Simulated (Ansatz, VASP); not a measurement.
**Ru in VASP and in Ansatz**

```
Ru
1.0
     2.70580    0.00000    0.00000
    -1.35290    2.34329    0.00000
     0.00000    0.00000    4.23908
Ru
2
Cartesian
  0.0000 1.5622 1.0598
  1.3529 0.7811 3.1793
```

Change from the starting cell: z stretched by -1 %, ions relaxed.

Alike in both runs: functional PBE; k mesh 20 × 20 × 11; occupations fermi-dirac, width 0.05 eV; no spin polarisation.

Ansatz relaxed the structure, and its values are those at the end. VASP's run is a single point on that final structure, the one shown.

|  | VASP | Ansatz |
| --- | --- | --- |
| version | VASP 6.6.1 | Ansatz 0.2.0 |
| potentials or method | VASP PAW PBE potentials, release 64 (Ru_pv) | plane-wave PAW, scalar-relativistic |
| plane-wave cutoff (eV) | 520 | 420 |
| valence electrons in the cell | 28 | 32 |

```csv
,VASP,Ansatz,Ansatz less VASP
pressure (GPa),8.0,8.1,+0.08
```

VASP's potentials hold 28 valence electrons a cell and Ansatz's 32, so a difference there can come from the potentials and not from the codes. Ansatz's warnings: stress scf threshold loose.
